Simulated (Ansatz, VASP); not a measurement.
## MgO: VASP beside Ansatz

```
CELL_PARAMETERS angstrom
1.44391 -5.63630 0.00000
1.44391 5.63630 0.00000
0.00000 0.00000 2.91548
ATOMIC_POSITIONS crystal
Mg 0.34445 0.65555 0.75000
Mg 0.65555 0.34445 0.25000
O 0.15129 0.84871 0.75000
O 0.84871 0.15129 0.25000
```

Alike in both runs: functional PBE; k mesh 6 × 6 × 6; occupations gaussian, width 0.1 eV; no spin polarisation.

Ansatz relaxed the structure, and its values are those at the end. VASP's run is a single point on that final structure, the one shown.

|  | VASP | Ansatz |
| --- | --- | --- |
| version | VASP 6.6.1 | Ansatz 0.2.0 |
| potentials or method | VASP PAW PBE potentials, release 64 (Mg_sv, O), cutoff 750 eV | scalar-relativistic, plane waves, PAW |
| valence electrons in the cell | 32 | 32 |

```tsv
	VASP	Ansatz	Ansatz less VASP
gap on the k mesh at the Fermi level (eV)	3.01	3.01	+0.001
least direct gap on the mesh (eV)	3.05	3.05	+0.001
pressure (GPa)	-0.2	0.1	+0.35
rms of the force components (eV/Å)	0.015	0.005	-0.0101
```

With one functional, cell and mesh, what is left measures potentials, basis and numerics.
